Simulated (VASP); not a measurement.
Crystal: AlP.

```
Al P
1.0
     0.00000    2.72550    2.72550
     2.72550    0.00000    2.72550
     2.72550    2.72550    0.00000
Al P
1 1
Direct
  0.00000 0.00000 0.00000
  0.25000 0.25000 0.25000
```

* Program: VASP 6.6.1
* Task: relaxation of cell and atoms
* Functional: PBE
* Potentials or basis: VASP PAW PBE potentials, release 64 (Al, P)
* Cutoff: 500 eV
* k mesh: 8 × 8 × 8
* Occupations: fermi-dirac, width 0.02 eV
* Spin: no spin polarisation

At the start: pressure 2.6 GPa; volume 20.25 Å³/atom.

How do energy, volume and symmetry change on relaxing?

Over 3 steps the energy falls by 4.9 meV/atom and the volume is 20.86 Å³/atom (+3.0 %); space group F-43m (No. 216, to 0.05 Å).

The path:
```csv
step,energy change (eV),largest force (eV/Å),pressure (GPa),volume (Å³)
1,0.0000,0.0000,2.64,40.49
2,-0.0064,0.0000,-1.43,42.48
3,-0.0098,0.0000,0.00,41.72
```

Final structure:
```
Al P
1.0
     0.00000    2.75278    2.75278
     2.75278    0.00000    2.75278
     2.75278    2.75278    0.00000
Al P
1 1
Direct
  0.00000 0.00000 0.00000
  0.25000 0.25000 0.25000
```
